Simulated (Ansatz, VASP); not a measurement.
**Two plane-wave programs on MgO**

Contents of INCAR:

```
PREC     = Accurate       # precision mode
ENCUT    = 520            # plane-wave cutoff, eV
EDIFF    = 1E-7           # SCF threshold, eV
ISMEAR   = 0              # smearing method
SIGMA    = 0.05           # smearing width, eV
LREAL    = False          # projectors in reciprocal space
LASPH    = True           # aspherical terms in the spheres
NELM     = 80             # most SCF steps
ALGO     = Normal         # electronic algorithm
ISIF     = 2              # what is computed and relaxed
LWAVE    = False          # write WAVECAR
LCHARG   = False          # write CHGCAR
GGA      = PE             # functional
NBANDS   = 11             # bands
```

The input KPOINTS:

```
Automatic mesh
0
Gamma
  10 10 10
```

The input POSCAR:

```
MgO
1.0
    0.0000000000      2.1351500000      2.1351500000
    2.2952862500      0.0000000000      2.1351500000
    2.2952862500      2.1351500000      0.0000000000
Mg O
1 1
Direct
    0.0000000000      0.0000000000      0.0000000000
    0.5000000000      0.5000000000      0.5000000000
```

Input for Ansatz:

```yaml
crystal:
  lattice:
    - [0.0, 2.13515, 2.13515]
    - [2.29528625, 0.0, 2.13515]
    - [2.29528625, 2.13515, 0.0]
  atoms:
    - { symbol: Mg, position: [0.0, 0.0, 0.0] }
    - { symbol: O, position: [0.5, 0.5, 0.5] }
basis:
  ecutwfc: 420
kpoints:
  mp_grid: { grid: [10, 10, 10] }
hamiltonian:
  xc: pbe
scf:
  occupations: { method: gaussian, width: 0.05 }
output:
  forces: true
  stress: true
  eigenvalues: true
```

Change from the starting cell: strain +0.0750 x Voigt [1, 0, 0, 0, 0, 0], atoms carried along.

Alike in both runs: task single point; functional PBE; k mesh 10 × 10 × 10; occupations gaussian, width 0.05 eV; no spin polarisation.

|  | VASP | Ansatz |
| --- | --- | --- |
| version | VASP 6.6.1 | Ansatz 0.2.0 |
| potentials or method | VASP PAW PBE potentials, release 64 (Mg, O), cutoff 520 eV | scalar-relativistic, plane waves, PAW |
| valence electrons in the cell | 8 | 16 |

VASP gave:

| Property | Result |
| --- | --- |
| gap on the k mesh at the Fermi level (eV) | 3.59 |
| least direct gap on the mesh (eV) | 3.59 |
| pressure (GPa) | -10.1 |
| traceless stress, the component that is largest in VASP (GPa) | -4.11 |

Question: What did Ansatz give for the same quantities?

Answer: gap on the k mesh at the Fermi level (eV): 3.61; least direct gap on the mesh (eV): 3.61; pressure (GPa): -9.3; traceless stress, the component that is largest in VASP (GPa): -4.12.

VASP's potentials hold 8 valence electrons a cell and Ansatz's 16, so a difference there can come from the potentials and not from the codes.
